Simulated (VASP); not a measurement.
**OsPtC4N4: single point with PBE**

OsPtC4N4:

```
CELL_PARAMETERS angstrom
5.91338 0.00000 0.00000
0.00000 5.91338 0.00000
0.00000 0.00000 5.91338
ATOMIC_POSITIONS crystal
Os 0.00000 0.00000 0.00000
Pt 0.50000 0.50000 0.50000
C 0.18706 0.18706 0.18706
C 0.18706 0.81294 0.81294
C 0.81294 0.18706 0.81294
C 0.81294 0.81294 0.18706
N 0.30318 0.30318 0.30318
N 0.30318 0.69682 0.69682
N 0.69682 0.30318 0.69682
N 0.69682 0.69682 0.30318
```

```yaml
Program: VASP 6.6.1
Task: single point
Functional: PBE
Potentials_or_basis: VASP PAW PBE potentials, release 64 (Os_sv_GW, Pt_sv_GW, C, N)
Cutoff: 700 eV
k_mesh: 4 × 4 × 4
Occupations: gaussian, width 0.1 eV
Spin: collinear spin
Starting_moments: "[1.0, 0.0, 0.0, 0.0, 0.0, 0.0, 0.0, 0.0, 0.0, 0.0] μB"
```

* Pressure: 0.2 GPa
* Largest force: 0.257 eV/Å
* Band gap on the k mesh: 0.18 eV (least direct gap 0.46 eV)
* Net moment: 0.00 μB per cell
* Valence electrons inside the program's atomic spheres: Os 15.26; Pt 17.26; C 2.60; N 3.81

Forces in eV/Å, atoms in the order of the input:
```
Os   0.000  0.000  0.000
Pt   0.000  0.000  0.000
C   -0.148 -0.148 -0.148
C   -0.148  0.148  0.148
C    0.148 -0.148  0.148
C    0.148  0.148 -0.148
N    0.149  0.149  0.149
N    0.149 -0.149 -0.149
N   -0.149  0.149 -0.149
N   -0.149 -0.149  0.149
```

Levels at points of the mesh, in eV from the valence-band top:
Spin up:
```tsv
k point	band 33	band 34	band 35	band 36	band 37	band 38
(0.00, 0.00, 0.00)	-0.88	-0.81	-0.81	0.33	0.33	0.33
(0.50, 0.00, 0.00)	-1.01	-1.01	0.00	0.46	0.70	0.70
(0.50, 0.50, 0.00)	-0.83	-0.83	0.00	0.53	0.54	0.54
(0.50, 0.50, 0.50)	-0.63	-0.63	-0.63	0.31	0.31	0.31
```
Spin down:
| k point | band 33 | band 34 | band 35 | band 36 | band 37 | band 38 |
| --- | --- | --- | --- | --- | --- | --- |
| (0.00, 0.00, 0.00) | -0.88 | -0.81 | -0.81 | 0.33 | 0.33 | 0.33 |
| (0.50, 0.00, 0.00) | -1.01 | -1.01 | 0.00 | 0.46 | 0.70 | 0.70 |
| (0.50, 0.50, 0.00) | -0.83 | -0.83 | 0.00 | 0.53 | 0.54 | 0.54 |
| (0.50, 0.50, 0.50) | -0.63 | -0.63 | -0.63 | 0.31 | 0.31 | 0.31 |

Run time: 6.7 min on 1 thread of Intel(R) Xeon(R) Platinum 8488C (Sapphire Rapids) (shared host), peak memory 0.67 GiB.

Caveat: spin-orbit coupling is left out, which moves the levels of the heavy elements. A k mesh can miss the band edges.
